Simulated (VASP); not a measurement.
# Mg (P6_3/mmc) in VASP: further runs

The runs below take Mg through relaxation of cell and atoms, with PBEsol.

Program: VASP 6.6.1. These are calculated values, not measurements. Logs are shortened: lines on timing, memory, paths and dates and some standing lists are left out, and cuts for length are marked.

## (1) The cell of the first run

The structure is hexagonal, space group P6_3/mmc (No. 194). Conventional cell: a = 2.518 Å, b = 2.518 Å, c = 4.078 Å, α = 90.00°, β = 90.00°, γ = 120.00°. Mg (site symmetry -6m2) has 12 Mg at 2.50 to 2.52 Å within 3.3 Å.

## (2) Relaxation of cell and atoms, PBEsol, target pressure 100 GPa, at which the enthalpy is minimised

Input file INCAR:

```
PREC = Accurate
ENCUT = 600
EDIFF = 1E-7
ISMEAR = 0
SIGMA = 0.1
LREAL = False
LASPH = True
NELM = 120
ALGO = Normal
ISIF = 3
LWAVE = False
LCHARG = False
GGA = PS
IBRION = 2
NSW = 70
EDIFFG = -0.004
PSTRESS = 1000.0
GGA_COMPAT = False
NELMIN = 4
```

Input file KPOINTS:

```
regular mesh
0
Gamma
  18 18 10
```

Input file POSCAR:

```
Mg
1.0
    2.5182929366      0.0000000000      0.0000000000
   -1.2591464683      2.1809056572      0.0000000000
    0.0000000000      0.0000000000      4.0782277940
Mg
2
Direct
    0.3333333333      0.6666666667      0.2500000000
    0.6666666667      0.3333333333      0.7500000000
```

Potentials or basis: VASP PAW PBE potentials, release 64 (Mg).

On the command line:

```bash
> cat potpaw_PBE.64/Mg/POTCAR > POTCAR
> mpirun -np 1 vasp_std > vasp.out
```

OUTCAR:

```text
PREC = Accurate
   ENCUT = 600
   EDIFF = 1E-7
   ISMEAR = 0
   LREAL = False
   LASPH = True
   NELM = 120
   ISIF = 3
   GGA = PS
   IBRION = 2
   NSW = 70
   EDIFFG = -0.004
   PSTRESS = 1000.0
   NELMIN = 4

 ion  position               nearest neighbor table
   1  0.333  0.667  0.250-   2 2.50   2 2.50   2 2.50   2 2.50   2 2.50   2 2.50   2 3.55   2 3.55
                             2 3.55   2 3.55   2 3.55   2 3.55
   2  0.667  0.333  0.750-   1 2.50   1 2.50   1 2.50   1 2.50   1 2.50   1 2.50   1 3.55   1 3.55
                             1 3.55   1 3.55   1 3.55   1 3.55

  LATTYP: Found a hexagonal cell.
 ALAT       =     2.5182929366
 C/A-ratio  =     1.6194413822

  Lattice vectors:

 A1 = (   2.5182929366,   0.0000000000,   0.0000000000)
 A2 = (  -1.2591464683,   2.1809056572,   0.0000000000)
 A3 = (   0.0000000000,   0.0000000000,   4.0782277940)

Analysis of symmetry for initial positions (statically):
=====================================================================
 Subroutine PRICEL returns:
 Original cell was already a primitive cell.

 Routine SETGRP: Setting up the symmetry group for a
 hexagonal supercell.

 Subroutine GETGRP returns: Found 24 space group operations
 (whereof 12 operations were pure point group operations)
 out of a pool of 24 trial point group operations.

The static configuration has the point symmetry D_3d.
 The point group associated with its full space group is D_6h.

Analysis of symmetry for dynamics (positions and initial velocities):
=====================================================================
 Subroutine PRICEL returns:
 Original cell was already a primitive cell.

 Routine SETGRP: Setting up the symmetry group for a
 hexagonal supercell.

 Subroutine GETGRP returns: Found 24 space group operations
 (whereof 12 operations were pure point group operations)
 out of a pool of 24 trial point group operations.

The dynamic configuration has the point symmetry D_3d.
 The point group associated with its full space group is D_6h.

 Subroutine INISYM returns: Found 24 space group operations
 (whereof 12 operations are pure point group operations),
 and found     1 'primitive' translations

----------------------------------------------------------------------------------------

                                     Primitive cell

  volume of cell :      22.3983

  direct lattice vectors                    reciprocal lattice vectors
     2.518292937  0.000000000  0.000000000     0.397094391  0.229262554  0.000000000
    -1.259146468  2.180905657  0.000000000     0.000000000  0.458525107  0.000000000
     0.000000000  0.000000000  4.078227794     0.000000000  0.000000000  0.245204547

  length of vectors
     2.518292937  2.518292937  4.078227794     0.458525107  0.458525107  0.245204547

  position of ions in fractional coordinates (direct lattice)
     0.333333333  0.666666667  0.250000000
     0.666666667  0.333333333  0.750000000

  ion indices of the primitive-cell ions
   primitive index   ion index
                 1           1
                 2           2

----------------------------------------------------------------------------------------

 KPOINTS: regular mesh

Automatic generation of k-mesh.
 Grid dimensions read from file:
 generate k-points for:   18   18   10

 Generating k-lattice:

  Cartesian coordinates                     Fractional coordinates (reciprocal lattice)
     0.022060799  0.012736809  0.000000000     0.055555556 -0.000000000  0.000000000
     0.000000000  0.025473617  0.000000000     0.000000000  0.055555556  0.000000000
     0.000000000  0.000000000  0.024520455     0.000000000  0.000000000  0.100000000

  Length of vectors
     0.025473617  0.025473617  0.024520455

  Shift w.r.t. Gamma in fractional coordinates (k-lattice)
     0.000000000  0.000000000  0.000000000

 Subroutine IBZKPT returns following result:
 ===========================================

 Found    222 irreducible k-points:

 Following reciprocal coordinates:
            Coordinates               Weight
  0.000000  0.000000  0.000000      1.000000
  0.055556 -0.000000  0.000000      6.000000
  0.111111 -0.000000  0.000000      6.000000
  0.166667 -0.000000  0.000000      6.000000
  0.222222 -0.000000  0.000000      6.000000
  0.277778 -0.000000  0.000000      6.000000
[... 16 lines left out ...]
  0.333333  0.111111  0.000000     12.000000
  0.388889  0.111111  0.000000     12.000000
 [... further k-points ...]
   k-points           NKPTS =    222   k-points in BZ     NKDIM =    222   number of bands    NBANDS=      6
   number of dos      NEDOS =    301   number of ions     NIONS =      2
   total plane-waves  NPLWV =  14400
   dimension x,y,z NGX =    20 NGY =   20 NGZ =   36
   dimension x,y,z NGXF=    40 NGYF=   40 NGZF=   72
   ions per type =               2
   NGX,Y,Z   is equivalent  to a cutoff of  13.20, 13.20, 14.68 a.u.
   NGXF,Y,Z  is equivalent  to a cutoff of  26.41, 26.41, 29.35 a.u.
 SYSTEM =  unknown system
   PREC   = accura    normal or accurate (medium, high low for compatibility)
   ISTART =      0    job   : 0-new  1-cont  2-samecut
   ICHARG =      2    charge: 1-file 2-atom 10-const
   ISPIN  =      1    spin polarized calculation?
   LNONCOLLINEAR =      F non collinear calculations
   LSORBIT =      F    spin-orbit coupling
   LASPH  =      T    aspherical Exc in radial PAW
   ENCUT  =  600.0 eV  44.10 Ry    6.64 a.u.   5.03  5.03  8.15*2*pi/ulx,y,z
   NELM   =    120;   NELMIN=  4; NELMDL= -5     # of ELM steps
   EDIFF  = 0.1E-06   stopping-criterion for ELM
   LREAL  =      F    real-space projection
   EDIFFG = -.4E-02   stopping-criterion for IOM
   NSW    =     70    number of steps for IOM
   IBRION =      2    ionic relax: 0-MD 1-quasi-New 2-CG
   NFREE  =      1    steps in history (QN), initial steepest desc. (CG)
   ISIF   =      3    stress and relaxation
   ISYM   =      2    0-nonsym 1-usesym 2-fastsym
   POTIM  = 0.5000    time-step for ionic-motion
   TEBEG  =    0.0;   TEEND  =   0.0 temperature during run
   PSTRESS= 1000.0 pullay stress
   NELECT =       4.0000    total number of electrons
   NUPDOWN=      -1.0000    fix difference up-down
   EMIN   =  10.00;   EMAX   =-10.00  energy-range for DOS
   EFERMI =   0.00;   METHOD = LEGACY
   ISMEAR =     0;   SIGMA  =   0.10  broadening in eV -4-tet -1-fermi 0-gaus
   EFERMI_NEDOS =   21; number of points for ismear=-14 and -15
   IALGO  =     38    algorithm
   IMIX   =      4    mixing-type and parameters
     AMIX     =   0.40;   BMIX     =  1.00
     AMIX_MAG =   1.60;   BMIX_MAG =  1.00
  volume/ion in A,a.u.               =      11.20        75.58
  Fermi-wavevector in a.u.,A,eV,Ry     =   0.921913  1.742163 11.563913  0.849924
  Thomas-Fermi vector in A             =   2.047382
   LORBIT       =      0    0 simple, 1 ext, 2 COOP (PROOUT), +10 PAW based schemes
   GGA     = PS    functional components
   LHFCALC =     F    Hartree Fock is set to
   AEXX    =    0.0000 exact exchange contribution
   IVDW    =     0    specifies the selected vdW correction
   LEPSILON=     F    determine dielectric tensor
   LRPA    =     F    only Hartree local field effects (RPA)
 conjugate gradient relaxation of ions
 non-spin polarized calculation
 Gauss-broadening in eV      SIGMA  =   0.10
  energy-cutoff  :      600.00
  volume of cell :       22.40
 maximum number of plane-waves:       772
 NGX is ok and might be reduce to    20
   NGX =  9   NGY =  9   NGZ = 17

--------------------------------------- Ionic step        1  -------------------------------------------

 number of electron       4.0000000 magnetization

 Free energy of the ion-electron system (eV)
  ---------------------------------------------------
  ext. energy  EPLUGINS =         0.00000000
  ---------------------------------------------------
  free energy    TOTEN  =         0.63031384 eV

  energy without entropy =        0.63274521  energy(sigma->0) =        0.63152953

------------------------ aborting loop because EDIFF is reached ----------------------------------------

  FORCE on cell =-STRESS in cart. coord.  units (eV):
  Direction    XX          YY          ZZ          XY          YZ          ZX
  --------------------------------------------------------------------------------------
  -------------------------------------------------------------------------------------
  Total       14.3716549     14.3716549     14.3753826      0.0000000      0.0000000      0.0000000
  in kB     1028.0228231   1028.0228231   1028.2894656      0.0000000      0.0000000      0.0000000
  external PRESSURE =      28.1117039 kB  Pullay stress =    1000.0000000 kB
[... 61 lines left out ...]
  enthalpy is  TOTEN    =        14.6181667715 eV   P V=       14.3812531414

--------------------------------------- Ionic step        3  -------------------------------------------

 number of electron       4.0000000 magnetization

 Free energy of the ion-electron system (eV)
  ---------------------------------------------------
  ext. energy  EPLUGINS =         0.00000000
  ---------------------------------------------------
  free energy    TOTEN  =         0.51266152 eV

  energy without entropy =        0.51510201  energy(sigma->0) =        0.51388177

 E-fermi :   7.6388     XC(G=0): -11.1089

 val. band max:        7.5917575141   @ k =   0.3333  -0.0000   0.0000
 cond. band min:       7.6561986635   @ k =   0.2222   0.2222   0.1000
 fundamental gap:      0.0644411494
 Fermi energy:         7.6387544060

 k-point     1 :       0.0000    0.0000    0.0000
  band No.  band energies     occupation
      1      -2.8987      2.00000
      2       4.8383      2.00000
      3       6.3923      2.00000
      4      23.1573      0.00000
      5      23.1573      0.00000
      6      24.2299      0.00000

 k-point     2 :       0.0556   -0.0000    0.0000
  band No.  band energies     occupation
      1      -2.8000      2.00000
      2       4.9136      2.00000
      3       6.4819      2.00000
      4      21.4478      0.00000
      5      22.7661      0.00000
      6      24.0471      0.00000
[... 190 lines left out ...]
 k-point    24 :       0.3889    0.1111    0.0000
  band No.  band energies     occupation
      1       3.2626      2.00000
      2       6.3183      2.00000
      3       9.9924      0.00000
      4      11.5154      0.00000
      5      13.1065      0.00000
      6      14.0365      0.00000

 [... further k-points ...]

------------------------ aborting loop because EDIFF is reached ----------------------------------------

  FORCE on cell =-STRESS in cart. coord.  units (eV):
  Direction    XX          YY          ZZ          XY          YZ          ZX
  --------------------------------------------------------------------------------------
  -------------------------------------------------------------------------------------
  Total       14.0956613     14.0956613     14.0917792      0.0000000      0.0000000     -0.0000000
  in kB      999.9799298    999.9799297    999.7045243      0.0000000      0.0000000     -0.0000000
  external PRESSURE =      -0.1118721 kB  Pullay stress =    1000.0000000 kB
[... 17 lines left out ...]
  FREE ENERGIE OF THE ION-ELECTRON SYSTEM (eV)
  ---------------------------------------------------
  free  energy   TOTEN  =         0.5126615235 eV

  energy  without entropy=        0.5151020067  energy(sigma->0) =        0.51388177

  enthalpy is  TOTEN    =        14.6086057199 eV   P V=       14.0959441964

 reached required accuracy - stopping structural energy minimisation
```

It took 68 s on 1 thread of AMD EPYC 7R13, shared host; peak memory 0.14 GiB.

Results:

* Free energy: 0.5127 eV
* Relaxed volume: 11.29 Å³/atom
* Relaxed cell: a = 2.525 Å, b = 2.525 Å, c = 4.090 Å, α = 90.00°, β = 90.00°, γ = 120.00°
* Space group after relaxing (to 0.1 Å): P6_3/mmc (No. 194)
* Energy change on relaxing (the run minimises the enthalpy): -58.8 meV/atom
* Ionic steps: 3
* Pressure after relaxing: 100.0 GPa
* Band gap on the k mesh: zero (bands 2 and 3 overlap by 2.22 eV)

The path:
```csv
step,energy change (eV),largest force (eV/Å),pressure (GPa),volume (Å³)
1,0.0000,0.0000,102.81,22.40
2,-0.3934,0.0000,93.41,23.04
3,-0.1177,0.0000,99.99,22.58
```

Final structure:
```cif
data_structure
_symmetry_space_group_name_H-M 'P 1'
_symmetry_Int_Tables_number 1
_cell_length_a 2.5252
_cell_length_b 2.5252
_cell_length_c 4.0896
_cell_angle_alpha 90.000
_cell_angle_beta 90.000
_cell_angle_gamma 120.000
_cell_volume 22.58
loop_
_atom_site_label
_atom_site_type_symbol
_atom_site_fract_x
_atom_site_fract_y
_atom_site_fract_z
_atom_site_occupancy
Mg1 Mg 0.33333 0.66667 0.25000 1
Mg2 Mg 0.66667 0.33333 0.75000 1
```

Caveat: the cell is relaxed towards a set pressure, so the run minimises the enthalpy, not the energy; the PAW data sets were made with another functional, which shifts forces and pressure a little. Zero-point motion and thermal expansion aren't in these numbers.

## (3) Relaxation of cell and atoms, PBEsol, target pressure 75 GPa, at which the enthalpy is minimised

This run uses another cell than the first one, of 12.18 Å³/atom.

INCAR: that of step 2 with these lines changed.

```diff
@@ -16,3 +16,3 @@
 EDIFFG = -0.004
-PSTRESS = 1000.0
+PSTRESS = 750.0
 GGA_COMPAT = False
```

Input file KPOINTS:

```
Automatic mesh
0
Gamma
  18 18 10
```

Input file POSCAR:

```
Mg
1.0
    2.5909882392      0.0000000000      0.0000000000
   -1.2954941196      2.2438616361      0.0000000000
    0.0000000000      0.0000000000      4.1906284058
Mg
2
Direct
    0.3333333333      0.6666666667      0.2500000000
    0.6666666667      0.3333333333      0.7500000000
```

Potentials or basis: VASP PAW PBE potentials, release 64 (Mg).

On the command line:

```bash
> cat potpaw_PBE.64/Mg/POTCAR > POTCAR
> mpirun -np 1 vasp_std > vasp.out
```

It took 97 s on 1 thread of AMD EPYC 7R13, shared host; peak memory 0.16 GiB.

Results (log left out):

```yaml
Free_energy: -0.5447 eV
Relaxed_volume: 12.27 Å³/atom
Relaxed_cell: a = 2.597 Å, b = 2.597 Å, c = 4.200 Å, α = 90.00°, β = 90.00°, γ = 120.00°
Space_group_after_relaxing_to_0.1_Å: P6_3/mmc (No. 194)
Energy_change_on_relaxing_the_run_minimises_the_enthalpy: -40.5 meV/atom
Ionic_steps: 3
Pressure_after_relaxing: 75.0 GPa
Band_gap_on_the_k_mesh: zero (bands 2 and 3 overlap by 2.19 eV)
```

The path:
```
step  energy change (eV)  largest force (eV/Å)  pressure (GPa)  volume (Å³)
   1              0.0000                0.0000           76.90        24.36
   2             -0.2367                0.0000           71.37        24.88
   3             -0.0811                0.0000           75.00        24.53
```

Final structure:
```cif
data_structure
_symmetry_space_group_name_H-M 'P 1'
_symmetry_Int_Tables_number 1
_cell_length_a 2.5970
_cell_length_b 2.5970
_cell_length_c 4.2005
_cell_angle_alpha 90.000
_cell_angle_beta 90.000
_cell_angle_gamma 120.000
_cell_volume 24.53
loop_
_atom_site_label
_atom_site_type_symbol
_atom_site_fract_x
_atom_site_fract_y
_atom_site_fract_z
_atom_site_occupancy
Mg1 Mg 0.33333 0.66667 0.25000 1
Mg2 Mg 0.66667 0.33333 0.75000 1
```

Levels at points of the mesh, in eV from the Fermi level:
```tsv
k point	band 1	band 2	band 3	band 4	band 5	band 6
(0.00, 0.00, 0.00)	-10.07	-2.68	-1.23	14.90	14.90	15.98
(0.50, 0.00, 0.00)	-3.35	-2.73	3.07	3.91	4.93	5.61
(0.00, 0.00, 0.50)	-7.96	-7.96	7.20	7.20	15.73	15.73
(0.50, 0.00, 0.50)	-1.78	-1.78	-0.35	-0.35	10.21	10.21
```

Caveat: the cell is relaxed towards a set pressure, so the run minimises the enthalpy, not the energy; the PAW data sets were made with another functional, which shifts forces and pressure a little. Zero-point motion and thermal expansion aren't in these numbers.
